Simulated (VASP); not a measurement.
# Sr2C (I4/mmm) in VASP: a series of runs

Sr2C is run at these levels: PBE; tasks: single point.

Everything below comes from runs of VASP 6.6.1. Logs are shortened: lines on timing, memory, paths and dates and some standing lists are left out, and cuts for length are marked.

## 1. The cell of the first run

It takes space group I4/mmm (No. 139, tetragonal). Conventional cell: a = 4.505 Å, b = 4.505 Å, c = 6.760 Å, α = 90.00°, β = 90.00°, γ = 90.00°. C (site symmetry 4/mmm) has 8 Sr at 2.82 Å within 3.7 Å. Within 3.7 Å of Sr (site symmetry -4m2) lie 4 C at 2.82 Å and 6 Sr at 3.19 to 3.38 Å.

## 2. Single point, PBE (epitaxial xy strain -5.2%)

The input, INCAR:

```
SYSTEM = Sr2C
ALGO     = Normal         ! electronic algorithm
EDIFF    = 1E-6           ! SCF threshold, eV
ENCUT    = 520            ! plane-wave cutoff, eV
GGA      = PE             ! functional
ISIF     = 2              ! what is computed and relaxed
ISMEAR   = -1             ! smearing method
LASPH    = .TRUE.         ! aspherical terms in the spheres
LCHARG   = .FALSE.        ! write CHGCAR
LREAL    = .FALSE.        ! projectors in reciprocal space
LWAVE    = .FALSE.        ! write WAVECAR
NBANDS   = 19             ! bands
NELM     = 100            ! most SCF steps
PREC     = Accurate       ! precision mode
SIGMA    = 0.02           ! smearing width, eV
```

The input, KPOINTS:

```
k-points
0
G
  6 6 6
  0 0 0
```

The input, POSCAR:

```
Sr2C
1.0
    0.0000000000      3.1857510599      3.3797937235
    3.1857510599      0.0000000000      3.3797937235
    3.1857510599      3.1857510599      0.0000000000
C Sr
1 2
Direct
    0.0000000000      0.0000000000      0.0000000000
    0.2500000000      0.2500000000      0.2500000000
    0.7500000000      0.7500000000      0.7500000000
```

Potentials or basis: VASP PAW PBE potentials, release 64 (C, Sr_sv).

Run with:

```console
cat potpaw_PBE.64/C/POTCAR potpaw_PBE.64/Sr_sv/POTCAR > POTCAR
mpirun -np 1 vasp_std > vasp.out
```

OUTCAR:

```text
SYSTEM = Sr2C
   EDIFF = 1E-6
   ENCUT = 520
   GGA = PE
   ISIF = 2
   ISMEAR = -1
   LASPH = .TRUE.
   LREAL = .FALSE.
   NELM = 100
   PREC = Accurate

 ion  position               nearest neighbor table
   1  0.000  0.000  0.000-   3 2.82   3 2.82   2 2.82   3 2.82   2 2.82   2 2.82   3 2.82   2 2.82

   2  0.250  0.250  0.250-   1 2.82   1 2.82   1 2.82   1 2.82   3 3.19   3 3.19   3 3.19   3 3.19
                             3 3.38   3 3.38
   3  0.750  0.750  0.750-   1 2.82   1 2.82   1 2.82   1 2.82   2 3.19   2 3.19   2 3.19   2 3.19
                             2 3.38   2 3.38

  LATTYP: Found a body centered tetragonal cell.
 ALAT       =     4.5053323553
 C/A-ratio  =     1.5003526741

  Lattice vectors:

 A1 = (  -3.1857510599,   0.0000000000,   3.3797937235)
 A2 = (   3.1857510599,   0.0000000000,   3.3797937235)
 A3 = (   0.0000000000,   3.1857510599,  -3.3797937235)

Analysis of symmetry for initial positions (statically):
=====================================================================
 Subroutine PRICEL returns:
 Original cell was already a primitive cell.

 Routine SETGRP: Setting up the symmetry group for a
 body centered tetragonal supercell.

 Subroutine GETGRP returns: Found 16 space group operations
 (whereof 16 operations were pure point group operations)
 out of a pool of 16 trial point group operations.

The static configuration has the point symmetry D_4h.

Analysis of symmetry for dynamics (positions and initial velocities):
=====================================================================
 Subroutine PRICEL returns:
 Original cell was already a primitive cell.

 Routine SETGRP: Setting up the symmetry group for a
 body centered tetragonal supercell.

 Subroutine GETGRP returns: Found 16 space group operations
 (whereof 16 operations were pure point group operations)
 out of a pool of 16 trial point group operations.

The dynamic configuration has the point symmetry D_4h.

 Subroutine INISYM returns: Found 16 space group operations
 (whereof 16 operations are pure point group operations),
 and found     1 'primitive' translations

----------------------------------------------------------------------------------------

                                     Primitive cell

  volume of cell :      68.6031

  direct lattice vectors                    reciprocal lattice vectors
     0.000000000  3.185751060  3.379793724    -0.156948861  0.156948861  0.147938023
     3.185751060  0.000000000  3.379793724     0.156948861 -0.156948861  0.147938023
     3.185751060  3.185751060  0.000000000     0.156948861  0.156948861 -0.147938023

  length of vectors
     4.644568379  4.644568379  4.505332355     0.266742476  0.266742476  0.266742476

  position of ions in fractional coordinates (direct lattice)
     0.000000000  0.000000000  0.000000000
     0.250000000  0.250000000  0.250000000
     0.750000000  0.750000000  0.750000000

  ion indices of the primitive-cell ions
   primitive index   ion index
                 1           1
                 2           2
                 3           3

----------------------------------------------------------------------------------------

 KPOINTS: k-points

Automatic generation of k-mesh.
 Grid dimensions read from file:
 generate k-points for:    6    6    6

 Generating k-lattice:

  Cartesian coordinates                     Fractional coordinates (reciprocal lattice)
    -0.026158143  0.026158143  0.024656337     0.166666667  0.000000000  0.000000000
     0.026158143 -0.026158143  0.024656337     0.000000000  0.166666667  0.000000000
     0.026158143  0.026158143 -0.024656337    -0.000000000 -0.000000000  0.166666667

  Length of vectors
     0.044457079  0.044457079  0.044457079

  Shift w.r.t. Gamma in fractional coordinates (k-lattice)
     0.000000000  0.000000000  0.000000000

 Subroutine IBZKPT returns following result:
 ===========================================

 Found     30 irreducible k-points:

 Following reciprocal coordinates:
            Coordinates               Weight
  0.000000  0.000000  0.000000      1.000000
  0.166667 -0.000000  0.000000      8.000000
  0.333333 -0.000000  0.000000      8.000000
  0.500000 -0.000000  0.000000      4.000000
  0.166667  0.166667  0.000000      2.000000
  0.333333  0.166667  0.000000      8.000000
[... 16 lines left out ...]
  0.333333  0.000000  0.333333      4.000000
  0.500000  0.000000  0.333333     16.000000
 [... further k-points ...]
   k-points           NKPTS =     30   k-points in BZ     NKDIM =     30   number of bands    NBANDS=     19
   number of dos      NEDOS =    301   number of ions     NIONS =      3
   total plane-waves  NPLWV =  46656
   dimension x,y,z NGX =    36 NGY =   36 NGZ =   36
   dimension x,y,z NGXF=    72 NGYF=   72 NGZF=   72
   ions per type =               1   2
   NGX,Y,Z   is equivalent  to a cutoff of  12.89, 12.89, 13.28 a.u.
   NGXF,Y,Z  is equivalent  to a cutoff of  25.77, 25.77, 26.57 a.u.
 SYSTEM =  Sr2C
   PREC   = accura    normal or accurate (medium, high low for compatibility)
   ISTART =      0    job   : 0-new  1-cont  2-samecut
   ICHARG =      2    charge: 1-file 2-atom 10-const
   ISPIN  =      1    spin polarized calculation?
   LNONCOLLINEAR =      F non collinear calculations
   LSORBIT =      F    spin-orbit coupling
   LASPH  =      T    aspherical Exc in radial PAW
   ENCUT  =  520.0 eV  38.22 Ry    6.18 a.u.   8.64  8.64  8.38*2*pi/ulx,y,z
   NELM   =    100;   NELMIN=  2; NELMDL= -5     # of ELM steps
   EDIFF  = 0.1E-05   stopping-criterion for ELM
   LREAL  =      F    real-space projection
   EDIFFG = 0.1E-04   stopping-criterion for IOM
   NSW    =      0    number of steps for IOM
   IBRION =     -1    ionic relax: 0-MD 1-quasi-New 2-CG
   NFREE  =      0    steps in history (QN), initial steepest desc. (CG)
   ISIF   =      2    stress and relaxation
   ISYM   =      2    0-nonsym 1-usesym 2-fastsym
   POTIM  = 0.5000    time-step for ionic-motion
   TEBEG  =    0.0;   TEEND  =   0.0 temperature during run
   PSTRESS=    0.0 pullay stress
   NELECT =      24.0000    total number of electrons
   NUPDOWN=      -1.0000    fix difference up-down
   EMIN   =  10.00;   EMAX   =-10.00  energy-range for DOS
   EFERMI =   0.00;   METHOD = LEGACY
   ISMEAR =    -1;   SIGMA  =   0.02  broadening in eV -4-tet -1-fermi 0-gaus
   EFERMI_NEDOS =   21; number of points for ismear=-14 and -15
   IALGO  =     38    algorithm
   IMIX   =      4    mixing-type and parameters
     AMIX     =   0.40;   BMIX     =  1.00
     AMIX_MAG =   1.60;   BMIX_MAG =  1.00
  volume/ion in A,a.u.               =      22.87       154.32
  Fermi-wavevector in a.u.,A,eV,Ry     =   1.153535  2.179864 18.104484  1.330642
  Thomas-Fermi vector in A             =   2.290178
   LORBIT       =      0    0 simple, 1 ext, 2 COOP (PROOUT), +10 PAW based schemes
   GGA     = PE    functional components
   LHFCALC =     F    Hartree Fock is set to
   AEXX    =    0.0000 exact exchange contribution
   IVDW    =     0    specifies the selected vdW correction
   LEPSILON=     F    determine dielectric tensor
   LRPA    =     F    only Hartree local field effects (RPA)
 non-spin polarized calculation
  energy-cutoff  :      520.00
  volume of cell :       68.60
 maximum number of plane-waves:      1868
 NGX is ok and might be reduce to    36
   NGX = 17   NGY = 17   NGZ = 17

 number of electron      24.0000000 magnetization

 Free energy of the ion-electron system (eV)
  ---------------------------------------------------
  ext. energy  EPLUGINS =         0.00000000
  ---------------------------------------------------
  free energy    TOTEN  =       -10.44231551 eV

  energy without entropy =      -10.44103973  energy(sigma->0) =      -10.44167762

 E-fermi :   3.5054     XC(G=0):  -9.5602

 val. band max:        3.4902167280   @ k =   0.5000   0.0000   0.5000
 cond. band min:       3.5325883124   @ k =   0.5000   0.3333   0.0000
 fundamental gap:      0.0423715844
 Fermi energy:         3.5054415487

 k-point     1 :       0.0000    0.0000    0.0000
  band No.  band energies     occupation
      1     -31.7806      2.00000
      2     -31.3762      2.00000
      3     -14.2244      2.00000
      4     -14.2244      2.00000
      5     -13.8177      2.00000
      6     -13.3461      2.00000
[... 11 lines left out ...]
     18       9.3080      0.00000
     19      11.5212      0.00000

 k-point     2 :       0.1667   -0.0000    0.0000
  band No.  band energies     occupation
      1     -31.7528      2.00000
      2     -31.4025      2.00000
      3     -14.1828      2.00000
      4     -14.1668      2.00000
      5     -13.8013      2.00000
      6     -13.4024      2.00000
[... 11 lines left out ...]
     18       9.0624      0.00000
     19      11.4454      0.00000

 k-point     3 :       0.3333   -0.0000    0.0000
  band No.  band energies     occupation
      1     -31.6774      2.00000
      2     -31.4751      2.00000
      3     -14.0587      2.00000
      4     -14.0018      2.00000
      5     -13.7471      2.00000
      6     -13.5889      2.00000
[... 11 lines left out ...]
     18       8.3941      0.00000
     19       9.5778      0.00000

 k-point     4 :       0.5000   -0.0000    0.0000
  band No.  band energies     occupation
      1     -31.5756      2.00000
      2     -31.5755      2.00000
      3     -13.8789      2.00000
      4     -13.8274      2.00000
      5     -13.7640      2.00000
      6     -13.7493      2.00000
[... 407 lines left out ...]
     18       8.7719      0.00000
     19       9.1480      0.00000

 k-point    23 :       0.3333    0.0000    0.3333
  band No.  band energies     occupation
      1     -31.6561      2.00000
      2     -31.4913      2.00000
      3     -14.4111      2.00000
      4     -14.3443      2.00000
      5     -13.9972      2.00000
      6     -13.3037      2.00000
[... 11 lines left out ...]
     18       8.2979      0.00000
     19       9.8488      0.00000

 k-point    24 :       0.5000    0.0000    0.3333
  band No.  band energies     occupation
      1     -31.6089      2.00000
      2     -31.5355      2.00000
      3     -14.5618      2.00000
      4     -14.3857      2.00000
      5     -14.0062      2.00000
      6     -13.2460      2.00000
[... 11 lines left out ...]
     18       8.8833      0.00000
     19       9.6234      0.00000

 [... further k-points ...]

------------------------ aborting loop because EDIFF is reached ----------------------------------------

  FORCE on cell =-STRESS in cart. coord.  units (eV):
  Direction    XX          YY          ZZ          XY          YZ          ZX
  --------------------------------------------------------------------------------------
  -------------------------------------------------------------------------------------
  Total        3.2421113      3.2421113      0.2788227      0.0000000      0.0000000      0.0000000
  in kB       75.7172166     75.7172166      6.5117069      0.0000000      0.0000000      0.0000000
  external PRESSURE =      52.6487134 kB  Pullay stress =       0.0000000 kB

 VOLUME and BASIS-vectors are now :
 -----------------------------------------------------------------------------
  energy-cutoff  :      520.00
  volume of cell :       68.60
      direct lattice vectors                 reciprocal lattice vectors
     0.000000000  3.185751060  3.379793724    -0.156948861  0.156948861  0.147938023
     3.185751060  0.000000000  3.379793724     0.156948861 -0.156948861  0.147938023
     3.185751060  3.185751060  0.000000000     0.156948861  0.156948861 -0.147938023

 POSITION                                       TOTAL-FORCE (eV/Angst)
 -----------------------------------------------------------------------------------
      0.00000      0.00000      0.00000         0.000000     -0.000000     -0.000000
      1.59288      1.59288      1.68990        -0.000000     -0.000000     -0.000000
      4.77863      4.77863      5.06969         0.000000      0.000000      0.000000
 -----------------------------------------------------------------------------------
    total drift:                                0.000000      0.000000      0.000000

  FREE ENERGIE OF THE ION-ELECTRON SYSTEM (eV)
  ---------------------------------------------------
  free  energy   TOTEN  =       -10.4423155089 eV

  energy  without entropy=      -10.4410397302  energy(sigma->0) =      -10.44167762
```

It took 47 s on 1 thread of Intel Xeon Platinum 8488C (Sapphire Rapids), shared host; peak memory 0.22 GiB.

Results:

```
Free energy            : -10.4423 eV
Pressure               : 5.3 GPa
Band gap on the k mesh : zero (bands 12 and 13 overlap by 0.08 eV)
```

Levels at points of the mesh, in eV from the Fermi level:
```tsv
k point	band 9	band 10	band 11	band 12	band 13	band 14	band 15	band 16
(0.00, 0.00, 0.00)	-8.45	-1.86	-1.60	-1.60	0.17	1.17	1.20	4.95
(0.50, 0.00, 0.00)	-7.82	-1.60	-0.79	-0.60	2.00	2.64	3.03	4.20
(0.50, 0.50, 0.00)	-7.74	-2.22	-0.32	0.11	0.11	2.00	2.55	4.96
(0.50, 0.00, 0.50)	-7.79	-2.05	-0.13	-0.02	0.05	2.09	2.34	4.56
```

Caveat: the cell differs from its parent crystal (epitaxial xy strain -5.2%); the cell stands under pressure.

## 3. Single point, PBE (uniaxial x strain -3.6%)

The input, INCAR:

```
PREC = Accurate
ENCUT = 520
EDIFF = 1E-6
ISMEAR = -1
SIGMA = 0.02
LREAL = False
LASPH = True
NELM = 60
ALGO = Normal
ISIF = 2
LWAVE = False
LCHARG = False
GGA = PE
NBANDS = 19
```

The input, KPOINTS:

```
Automatic mesh
0
Gamma
  6 6 6
```

The input, POSCAR:

```
Sr2C
1.0
    0.0000000000      3.3601424532      3.3601424532
    3.2401853676      0.0000000000      3.3601424532
    3.2401853676      3.3601424532      0.0000000000
C Sr
1 2
Direct
    0.0000000000      0.0000000000      0.0000000000
    0.2500000000      0.2500000000      0.2500000000
    0.7500000000      0.7500000000      0.7500000000
```

Potentials or basis: VASP PAW PBE potentials, release 64 (C, Sr_sv).

Run with:

```console
cat potpaw_PBE.64/C/POTCAR potpaw_PBE.64/Sr_sv/POTCAR > POTCAR
mpirun -np 1 vasp_std > vasp.out
```

Run time: 43 s. Hardware: 1 thread of Intel Xeon Platinum 8488C (Sapphire Rapids), shared host; peak memory 0.22 GiB.

It converged, with:

```yaml
Free_energy: -10.5826 eV
Pressure: 2.1 GPa
```

Stress tensor (GPa, compression positive):
```
4.30 0.00 0.00
0.00 0.98 0.00
0.00 0.00 0.98
```

Levels at points of the mesh, in eV from the Fermi level:
```
           k point  band 9  band 10  band 11  band 12  band 13  band 14  band 15  band 16
(0.00, 0.00, 0.00)   -8.34    -1.55    -1.55    -1.41     0.00     1.24     1.27     5.10
(0.50, 0.00, 0.00)   -7.78    -1.63    -0.68    -0.58     1.99     2.63     2.85     3.80
(0.50, 0.50, 0.00)   -7.71    -2.09    -0.15    -0.02     0.06     2.16     2.22     4.74
(0.00, 0.50, 0.50)   -7.73    -1.99    -0.05    -0.05     0.02     1.95     2.40     4.53
```

Caveat: the cell differs from its parent crystal (uniaxial x strain -3.6%).
